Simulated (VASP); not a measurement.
# GaAs (F-43m) in VASP: notebook

GaAs is run at these levels: PBE+D3(BJ); tasks: single point, relaxation of cell and atoms.

Program: VASP 6.6.1. These are calculated values, not measurements. Logs are shortened: lines on timing, memory, paths and dates and some standing lists are left out, and cuts for length are marked.

**The experiment to reproduce.**

“Evidence of valence band perturbations in GaAsN/GaAs(001): A combined variable-angle spectroscopic ellipsometry and modulated photoreflectance investigation”, 2008, arxiv:0805.2212 reports, for a bulk crystal of GaAs at 300 K: band gap 1.412 ± 0.01 eV (direct).

The runs below are set against these values where they give the same quantity.

## (1) The cell of the first run

It takes space group F-43m (No. 216, cubic). The conventional cell has a = 5.676 Å, b = 5.676 Å, c = 5.676 Å, α = 90.00°, β = 90.00°, γ = 90.00°. Ga (site symmetry -43m) has 4 As at 2.46 Å within 3.2 Å. As (site symmetry -43m) has 4 Ga at 2.46 Å within 3.2 Å.

## (2) Single point, PBE+D3(BJ)

The input, INCAR:

```
SYSTEM = GaAs
ALGO     = Normal         ! electronic algorithm
EDIFF    = 1E-6           ! SCF threshold, eV
ENCUT    = 520            ! plane-wave cutoff, eV
GGA      = PE             ! functional
ISIF     = 2              ! what is computed and relaxed
ISMEAR   = 0              ! smearing method
IVDW     = 12             ! dispersion correction
LASPH    = .TRUE.         ! aspherical terms in the spheres
LCHARG   = .FALSE.        ! write CHGCAR
LREAL    = .FALSE.        ! projectors in reciprocal space
LWAVE    = .FALSE.        ! write WAVECAR
NBANDS   = 16             ! bands
NELM     = 60             ! most SCF steps
PREC     = Accurate       ! precision mode
SIGMA    = 0.02           ! smearing width, eV
```

The input, KPOINTS:

```
k-points
0
G
  12 12 12
  0 0 0
```

The input, POSCAR:

```
GaAs
1.0
    0.0000000000      2.8378712509      2.8378712509
    2.8378712509      0.0000000000      2.8378712509
    2.8378712509      2.8378712509      0.0000000000
Ga As
1 1
Direct
    0.0000000000      0.0000000000      0.0000000000
    0.7500000000      0.7500000000      0.7500000000
```

Potentials or basis: VASP PAW PBE potentials, release 64 (Ga_d, As).

Launch:

```bash
> cat potpaw_PBE.64/Ga_d/POTCAR potpaw_PBE.64/As/POTCAR > POTCAR
> mpirun -np 1 vasp_std > vasp.out
```

OUTCAR:

```text
SYSTEM = GaAs
   EDIFF = 1E-6
   ENCUT = 520
   GGA = PE
   ISIF = 2
   ISMEAR = 0
   IVDW = 12
   LASPH = .TRUE.
   LREAL = .FALSE.
   NELM = 60
   PREC = Accurate
 IVDW          = 12

 ion  position               nearest neighbor table
   1  0.000  0.000  0.000-   2 2.46   2 2.46   2 2.46   2 2.46
   2  0.750  0.750  0.750-   1 2.46   1 2.46   1 2.46   1 2.46

  LATTYP: Found a face centered cubic cell.
 ALAT       =     5.6757425018

  Lattice vectors:

 A1 = (   0.0000000000,   2.8378712509,   2.8378712509)
 A2 = (   2.8378712509,   0.0000000000,   2.8378712509)
 A3 = (   2.8378712509,   2.8378712509,   0.0000000000)

Analysis of symmetry for initial positions (statically):
=====================================================================
 Subroutine PRICEL returns:
 Original cell was already a primitive cell.

 Routine SETGRP: Setting up the symmetry group for a
 face centered cubic supercell.

 Subroutine GETGRP returns: Found 24 space group operations
 (whereof 24 operations were pure point group operations)
 out of a pool of 48 trial point group operations.

The static configuration has the point symmetry T_d .

Analysis of symmetry for dynamics (positions and initial velocities):
=====================================================================
 Subroutine PRICEL returns:
 Original cell was already a primitive cell.

 Routine SETGRP: Setting up the symmetry group for a
 face centered cubic supercell.

 Subroutine GETGRP returns: Found 24 space group operations
 (whereof 24 operations were pure point group operations)
 out of a pool of 48 trial point group operations.

The dynamic configuration has the point symmetry T_d .

 Subroutine INISYM returns: Found 24 space group operations
 (whereof 24 operations are pure point group operations),
 and found     1 'primitive' translations

----------------------------------------------------------------------------------------

                                     Primitive cell

  volume of cell :      45.7097

  direct lattice vectors                    reciprocal lattice vectors
     0.000000000  2.837871251  2.837871251    -0.176188402  0.176188402  0.176188402
     2.837871251  0.000000000  2.837871251     0.176188402 -0.176188402  0.176188402
     2.837871251  2.837871251  0.000000000     0.176188402  0.176188402 -0.176188402

  length of vectors
     4.013356011  4.013356011  4.013356011     0.305167263  0.305167263  0.305167263

  position of ions in fractional coordinates (direct lattice)
     0.000000000  0.000000000  0.000000000
     0.750000000  0.750000000  0.750000000

  ion indices of the primitive-cell ions
   primitive index   ion index
                 1           1
                 2           2

----------------------------------------------------------------------------------------

 KPOINTS: k-points

Automatic generation of k-mesh.
 Grid dimensions read from file:
 generate k-points for:   12   12   12

 Generating k-lattice:

  Cartesian coordinates                     Fractional coordinates (reciprocal lattice)
    -0.014682367  0.014682367  0.014682367     0.083333333  0.000000000  0.000000000
     0.014682367 -0.014682367  0.014682367     0.000000000  0.083333333  0.000000000
     0.014682367  0.014682367 -0.014682367     0.000000000  0.000000000  0.083333333

  Length of vectors
     0.025430605  0.025430605  0.025430605

  Shift w.r.t. Gamma in fractional coordinates (k-lattice)
     0.000000000  0.000000000  0.000000000

 Subroutine IBZKPT returns following result:
 ===========================================

 Found     72 irreducible k-points:

 Following reciprocal coordinates:
            Coordinates               Weight
  0.000000  0.000000  0.000000      1.000000
  0.083333  0.000000  0.000000      8.000000
  0.166667  0.000000  0.000000      8.000000
  0.250000  0.000000  0.000000      8.000000
  0.333333  0.000000  0.000000      8.000000
  0.416667  0.000000  0.000000      8.000000
[... 16 lines left out ...]
  0.500000  0.166667  0.000000     24.000000
 -0.416667  0.166667  0.000000     24.000000
 [... further k-points ...]
   k-points           NKPTS =     72   k-points in BZ     NKDIM =     72   number of bands    NBANDS=     16
   number of dos      NEDOS =    301   number of ions     NIONS =      2
   total plane-waves  NPLWV =  27000
   dimension x,y,z NGX =    30 NGY =   30 NGZ =   30
   dimension x,y,z NGXF=    60 NGYF=   60 NGZF=   60
   ions per type =               1   1
   NGX,Y,Z   is equivalent  to a cutoff of  12.43, 12.43, 12.43 a.u.
   NGXF,Y,Z  is equivalent  to a cutoff of  24.85, 24.85, 24.85 a.u.
 SYSTEM =  GaAs
   PREC   = accura    normal or accurate (medium, high low for compatibility)
   ISTART =      0    job   : 0-new  1-cont  2-samecut
   ICHARG =      2    charge: 1-file 2-atom 10-const
   ISPIN  =      1    spin polarized calculation?
   LNONCOLLINEAR =      F non collinear calculations
   LSORBIT =      F    spin-orbit coupling
[... 27 lines left out ...]
   LORBIT       =      0    0 simple, 1 ext, 2 COOP (PROOUT), +10 PAW based schemes
   GGA     = PE    functional components
   LHFCALC =     F    Hartree Fock is set to
   AEXX    =    0.0000 exact exchange contribution
   IVDW    =    12    specifies the selected vdW correction
   LEPSILON=     F    determine dielectric tensor
   LRPA    =     F    only Hartree local field effects (RPA)
 non-spin polarized calculation
 Gauss-broadening in eV      SIGMA  =   0.02
  energy-cutoff  :      520.00
  volume of cell :       45.71
 maximum number of plane-waves:      1248
 NGX is ok and might be reduce to    30
   NGX = 15   NGY = 15   NGZ = 15

 number of electron      17.9999988 magnetization

 Free energy of the ion-electron system (eV)
  ---------------------------------------------------
  ext. energy  EPLUGINS =         0.00000000
  ---------------------------------------------------
  free energy    TOTEN  =        -8.26186460 eV

  energy without entropy =       -8.26186460  energy(sigma->0) =       -8.26186460

 E-fermi :   3.9052     XC(G=0):  -9.5361

 val. band max:        3.8215255470   @ k =   0.0000   0.0000   0.0000
 cond. band min:       4.2545895620   @ k =   0.0000   0.0000   0.0000
 fundamental gap:      0.4330640150
 Fermi energy:         3.9051637838

 k-point     1 :       0.0000    0.0000    0.0000
  band No.  band energies     occupation
      1     -10.9632      2.00000
      2     -10.9632      2.00000
      3     -10.9632      2.00000
      4     -10.8868      2.00000
      5     -10.8868      2.00000
      6      -8.8206      2.00000
[... 8 lines left out ...]
     15      13.9160      0.00000
     16      13.9160      0.00000

 k-point     2 :       0.0833    0.0000    0.0000
  band No.  band energies     occupation
      1     -10.9691      2.00000
      2     -10.9616      2.00000
      3     -10.9616      2.00000
      4     -10.8869      2.00000
      5     -10.8869      2.00000
      6      -8.7402      2.00000
[... 8 lines left out ...]
     15      13.3907      0.00000
     16      13.3907      0.00000

 k-point     3 :       0.1667    0.0000    0.0000
  band No.  band energies     occupation
      1     -10.9845      2.00000
      2     -10.9575      2.00000
      3     -10.9575      2.00000
      4     -10.8870      2.00000
      5     -10.8870      2.00000
      6      -8.5058      2.00000
[... 8 lines left out ...]
     15      12.8509      0.00000
     16      12.8509      0.00000

 k-point     4 :       0.2500    0.0000    0.0000
  band No.  band energies     occupation
      1     -11.0040      2.00000
      2     -10.9524      2.00000
      3     -10.9524      2.00000
      4     -10.8865      2.00000
      5     -10.8865      2.00000
      6      -8.1404      2.00000
[... 8 lines left out ...]
     15      12.8320      0.00000
     16      12.8320      0.00000
[... 324 lines left out ...]
 k-point    22 :       0.4167    0.1667    0.0000
  band No.  band energies     occupation
      1     -11.0369      2.00000
      2     -10.9414      2.00000
      3     -10.9379      2.00000
      4     -10.8931      2.00000
      5     -10.8809      2.00000
      6      -7.3077      2.00000
[... 8 lines left out ...]
     15      14.7028      0.00000
     16      15.5557      0.00000

 k-point    23 :       0.5000    0.1667    0.0000
  band No.  band energies     occupation
      1     -11.0434      2.00000
      2     -10.9406      2.00000
      3     -10.9368      2.00000
      4     -10.8904      2.00000
      5     -10.8818      2.00000
      6      -6.9627      2.00000
[... 8 lines left out ...]
     15      15.3145      0.00000
     16      15.6560      0.00000

 k-point    24 :      -0.4167    0.1667    0.0000
  band No.  band energies     occupation
      1     -11.0434      2.00000
      2     -10.9408      2.00000
      3     -10.9376      2.00000
      4     -10.8875      2.00000
      5     -10.8842      2.00000
      6      -6.9070      2.00000
[... 8 lines left out ...]
     15      14.1567      0.00000
     16      14.8949      0.00000

 [... further k-points ...]

------------------------ aborting loop because EDIFF is reached ----------------------------------------

 Edisp (eV)   -0.64158

 E8    (eV) :    -0.2864

  FORCE on cell =-STRESS in cart. coord.  units (eV):
  Direction    XX          YY          ZZ          XY          YZ          ZX
  --------------------------------------------------------------------------------------
  -------------------------------------------------------------------------------------
  Total       0.05001     0.05001     0.05001    -0.00000     0.00000     0.00000
  in kB       1.75293     1.75293     1.75293    -0.00000     0.00000     0.00000
  external pressure =        1.75 kB  Pullay stress =        0.00 kB

 VOLUME and BASIS-vectors are now :
 -----------------------------------------------------------------------------
  energy-cutoff  :      520.00
  volume of cell :       45.71
      direct lattice vectors                 reciprocal lattice vectors
     0.000000000  2.837871251  2.837871251    -0.176188402  0.176188402  0.176188402
     2.837871251  0.000000000  2.837871251     0.176188402 -0.176188402  0.176188402
     2.837871251  2.837871251  0.000000000     0.176188402  0.176188402 -0.176188402

 POSITION                                       TOTAL-FORCE (eV/Angst)
 -----------------------------------------------------------------------------------
      0.00000      0.00000      0.00000        -0.000000     -0.000000     -0.000000
      4.25681      4.25681      4.25681         0.000000      0.000000      0.000000
 -----------------------------------------------------------------------------------
    total drift:                               -0.000002     -0.000002     -0.000002

  FREE ENERGIE OF THE ION-ELECTRON SYSTEM (eV)
  ---------------------------------------------------
  free  energy   TOTEN  =        -8.9034410095 eV

  energy  without entropy=       -8.9034410095  energy(sigma->0) =       -8.90344101
```

Run time: 21 s. Hardware: 1 thread of Intel Xeon 6975P-C (Granite Rapids), shared host; peak memory 0.21 GiB.

Results:

- Free energy: -8.9034 eV
- Pressure: 0.2 GPa
- Band gap on the k mesh: 0.43 eV, direct
- Dispersion energy per atom: -0.321 eV

## (3) Relaxation of cell and atoms, PBE+D3(BJ)

This run uses another cell than the first one, of 22.59 Å³/atom, 0.988 times its volume.

The input, INCAR:

```
SYSTEM = GaAs
ALGO = Normal ; EDIFF = 1E-6
EDIFFG = -0.005 ; ENCUT = 600
GGA = PE ; IBRION = 2
ISIF = 3 ; ISMEAR = 0
IVDW = 12 ; LASPH = .TRUE.
LCHARG = .FALSE. ; LREAL = .FALSE.
LWAVE = .FALSE. ; NELM = 80
NSW = 100 ; PREC = Accurate
SIGMA = 0.02
```

KPOINTS is that of step 2.

The input, POSCAR:

```
GaAs
1.0
    0.0000000000      2.8268500000      2.8268500000
    2.8268500000      0.0000000000      2.8268500000
    2.8268500000      2.8268500000      0.0000000000
Ga As
1 1
Direct
    0.0000000000      0.0000000000      0.0000000000
    0.7500000000      0.7500000000      0.7500000000
```

Potentials or basis: VASP PAW PBE potentials, release 64 (Ga_d, As).

Launch:

```bash
> cat potpaw_PBE.64/Ga_d/POTCAR potpaw_PBE.64/As/POTCAR > POTCAR
> mpirun -np 1 vasp_std > vasp.out
```

It took 30 s on 1 thread of Intel Xeon 6975P-C (Granite Rapids), shared host; peak memory 0.23 GiB.

The run converged. Its results:

* Free energy: -8.9033 eV
* Relaxed volume: 22.92 Å³/atom
* Relaxed cell: a = 4.017 Å, b = 4.017 Å, c = 4.017 Å, α = 60.00°, β = 60.00°, γ = 60.00°
* Space group after relaxing (to 0.05 Å): F-43m (No. 216)
* Energy gained by relaxing: 1.0 meV/atom
* Ionic steps: 3
* Pressure after relaxing: 0.0 GPa
* Band gap on the k mesh: 0.41 eV, direct
* Dispersion energy per atom: -0.320 eV

The path:
```csv
step,energy change (eV),largest force (eV/Å),pressure (GPa),volume (Å³)
1,0.0000,0.0000,0.98,45.18
2,-0.0017,0.0000,-0.32,46.09
3,-0.0020,0.0000,0.03,45.83
```

Final structure:
```yaml
crystal:
  lattice:
    - [0.00000, 2.84042, 2.84042]
    - [2.84042, 0.00000, 2.84042]
    - [2.84042, 2.84042, 0.00000]
  atoms:
    - { symbol: Ga, position: [0.00000, 0.00000, 0.00000] }
    - { symbol: As, position: [0.75000, 0.75000, 0.75000] }
```

Levels at points of the mesh, in eV from the valence-band top:
```
           k point  band 5  band 6  band 7  band 8  band 9  band 10  band 11  band 12  band 13
(0.00, 0.00, 0.00)  -14.71  -12.62    0.00    0.00    0.00     0.41     3.73     3.73     3.73
(0.50, 0.00, 0.00)  -14.70  -10.90   -6.56   -1.12   -1.12     0.96     4.63     4.63     7.74
(0.50, 0.50, 0.00)  -14.69  -10.18   -6.75   -2.63   -2.63     1.49     1.66    10.05    10.05
```

## (4) Relaxation of cell and atoms, PBE+D3(BJ)

This run uses another cell than the first one, of 22.59 Å³/atom, 0.988 times its volume.

INCAR is that of step 3.

KPOINTS is that of step 3.

POSCAR is that of step 3.

Launch:

```bash
> cat potpaw_PBE.64/Ga_d/POTCAR potpaw_PBE.64/As/POTCAR > POTCAR
> mpirun -np 1 vasp_std > vasp.out
```

Wall time 60 s (1 thread of Intel Xeon Platinum 8124M at 3.00GHz (Skylake/Cascade Lake), shared host); peak memory 0.23 GiB.

The run converged. Its results:

- Free energy: -8.9033 eV
- Relaxed volume: 22.92 Å³/atom
- Relaxed cell: a = 4.017 Å, b = 4.017 Å, c = 4.017 Å, α = 60.00°, β = 60.00°, γ = 60.00°
- Space group after relaxing (to 0.05 Å): F-43m (No. 216)
- Energy gained by relaxing: 1.0 meV/atom
- Ionic steps: 3
- Pressure after relaxing: 0.0 GPa
- Band gap on the k mesh: 0.41 eV, direct
- Dispersion energy per atom: -0.320 eV

Step by step:
```csv
step,energy change (eV),largest force (eV/Å),pressure (GPa),volume (Å³)
1,0.0000,0.0000,0.98,45.18
2,-0.0017,0.0000,-0.32,46.09
3,-0.0020,0.0000,0.03,45.83
```

Final structure:
```
Ga As
1.0
     0.00000    2.84042    2.84042
     2.84042    0.00000    2.84042
     2.84042    2.84042    0.00000
Ga As
1 1
Cartesian
  0.0000 0.0000 0.0000
  4.2606 4.2606 4.2606
```

Levels at points of the mesh, in eV from the valence-band top:
| k point | band 7 | band 8 | band 9 | band 10 | band 11 | band 12 |
| --- | --- | --- | --- | --- | --- | --- |
| (0.00, 0.00, 0.00) | 0.00 | 0.00 | 0.00 | 0.41 | 3.73 | 3.73 |
| (0.50, 0.00, 0.00) | -6.56 | -1.12 | -1.12 | 0.96 | 4.63 | 4.63 |
| (0.50, 0.50, 0.00) | -6.75 | -2.63 | -2.63 | 1.49 | 1.66 | 10.05 |

Expect the measured gap to be larger: semilocal functionals such as PBE lack the derivative discontinuity. Zero-point motion and thermal expansion aren't in these numbers.

## (5) Single point, PBE+D3(BJ)

This run uses another cell than the first one, of 22.59 Å³/atom, 0.988 times its volume.

The input, INCAR:

```
SYSTEM = GaAs
  ALGO = Normal
  EDIFF = 1E-6
  ENCUT = 500
  GGA = PE
  GGA_COMPAT = .False.
  ISIF = 2
  ISMEAR = 0
  IVDW = 12
  LASPH = .True.
  LCHARG = .False.
  LREAL = .False.
  LWAVE = .False.
  NBANDS = 16
  NELM = 120
  PREC = Accurate
  SIGMA = 0.1
```

The input, KPOINTS:

```
k-points
0
Gamma
  6 6 6
  0 0 0
```

POSCAR is that of step 4.

Launch:

```bash
> cat potpaw_PBE.64/Ga_d/POTCAR potpaw_PBE.64/As/POTCAR > POTCAR
> mpirun -np 1 vasp_std > vasp.out
```

It took 30 s on 1 thread of Intel Xeon 8259CL, shared host; peak memory 0.18 GiB.

Results (log left out):

```yaml
Free_energy: -8.8766 eV
Pressure: 1.0 GPa
Band_gap_on_the_k_mesh: 0.52 eV, direct
Dispersion_energy_per_atom: -0.325 eV
```

Levels at points of the mesh, in eV from the valence-band top:
```csv
k point,band 5,band 6,band 7,band 8,band 9,band 10,band 11,band 12,band 13,band 14
"(0.00, 0.00, 0.00)",-14.74,-12.73,0.00,0.00,0.00,0.52,3.72,3.72,3.72,7.58
"(0.50, 0.00, 0.00)",-14.74,-10.96,-6.64,-1.14,-1.14,1.00,4.63,4.63,7.75,10.40
"(0.50, 0.50, 0.00)",-14.73,-10.22,-6.82,-2.68,-2.68,1.46,1.65,10.16,10.16,10.98
```

## (6) The runs side by side

```csv
task,cell,k mesh,cutoff (eV),smearing,gap on the mesh (eV),pressure (GPa)
single point,"a = 4.013 Å, angles 60.0°, 2 atoms",12 × 12 × 12,520,gaussian 0.02 eV,0.43,0.2
relaxation of cell and atoms,"relaxed from a = 3.998 Å, angles 60.0°, 2 atoms",12 × 12 × 12,600,gaussian 0.02 eV,0.41,0.0
single point,"a = 3.998 Å, angles 60.0°, 2 atoms",6 × 6 × 6,500,gaussian 0.1 eV,0.52,1.0
```

Alike in all rows: level PBE+D3(BJ); potentials or basis VASP PAW PBE potentials, release 64 (Ga_d, As); no spin polarisation.

Absolute energies hang on the potentials; compare differences alone.

## (7) How close it comes

Step 2. Against the measured gap of GaAs, 1.412 eV (direct; 300 K; “Evidence of valence band perturbations in GaAsN/GaAs(001): A combined variable-angle spectroscopic ellipsometry and modulated photoreflectance investigation”, 2008, arxiv:0805.2212), the calculated 0.43 eV is off by -0.98 eV. 3 values of this kind are on record (1.412 to 1.51 eV); this one was drawn at random among those near their median, those with a stated uncertainty first. Spin-orbit coupling on As, Ga is left out. The value is that of PBE+D3(BJ), without temperature or zero-point motion. Semilocal functionals fall short of measured gaps as a rule.

Step 5. Measured gap of GaAs: 1.412 eV (direct; 300 K; “Evidence of valence band perturbations in GaAsN/GaAs(001): A combined variable-angle spectroscopic ellipsometry and modulated photoreflectance investigation”, 2008, arxiv:0805.2212). This calculation gives 0.52 eV (-0.89 eV). 3 values of this kind are on record (1.412 to 1.51 eV); this one was drawn at random among those near their median, those with a stated uncertainty first. Spin-orbit coupling on As, Ga is left out. The value is that of PBE+D3(BJ) on a finite k mesh, which can miss the band edges, without temperature or zero-point motion. Semilocal functionals fall short of measured gaps as a rule.
